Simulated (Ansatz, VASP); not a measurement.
# Two plane-wave programs on Al

The input INCAR:

```
ALGO = Fast
EDIFF = 1E-7
ENCUT = 520
GGA = PS
ISIF = 2
ISMEAR = 0
LASPH = True
LCHARG = False
LREAL = False
LWAVE = False
NBANDS = 10
NELM = 80
PREC = Accurate
SIGMA = 0.15
```

KPOINTS

```
k-points
0
Gamma
  24 24 14
```

POSCAR

```
Al
1.0
    2.7788184262      0.0000000000      0.0000000000
   -1.3894092131      2.4065273496      0.0000000000
    0.0000000000      0.0000000000      4.7532491867
Al
2
Direct
    0.6666666667      0.3333333333      0.7500000000
    0.3333333333      0.6666666667      0.2500000000
```

Input for Ansatz:

```yaml
crystal:
  lattice:
    - [2.7788184262, 0.0, 0.0]
    - [-1.3894092131, 2.4065273496, 0.0]
    - [0.0, 0.0, 4.7532491867]
  atoms:
    - { symbol: Al, position: [0.6666666667, 0.3333333333, 0.75] }
    - { symbol: Al, position: [0.3333333333, 0.6666666667, 0.25] }
basis:
  ecutwfc: 420
kpoints:
  mp_grid: { grid: [24, 24, 14] }
hamiltonian:
  xc: pbesol
scf:
  occupations: { method: gaussian, width: 0.15 }
output:
  forces: true
  stress: true
  eigenvalues: true
```

Change from the starting cell: strain -0.025 along x and y, +0.025 along z, atoms carried along.

Alike in both runs: task single point; functional PBEsol; k mesh 24 × 24 × 14; occupations gaussian, width 0.15 eV; no spin polarisation.

```csv
,VASP,Ansatz
version,VASP 6.6.1,Ansatz 0.2.0
potentials or method,"VASP PAW PBE potentials, release 64 (Al), cutoff 520 eV","scalar-relativistic, plane waves, PAW"
valence electrons in the cell,6,6
```

Ansatz gave:

| Item | Value |
| --- | --- |
| gap on the k mesh at the Fermi level (eV) | none |
| pressure (GPa) | 2.4 |
| traceless stress, the component that is largest in VASP (GPa) | -1.99 |

Which values does VASP return?

gap on the k mesh at the Fermi level (eV): none; pressure (GPa): 2.5; traceless stress, the component that is largest in VASP (GPa): -2.01.

VASP's potentials were made for PBE, not for PBEsol. A gap of «none» marks a metal or a gap that the smearing closes.
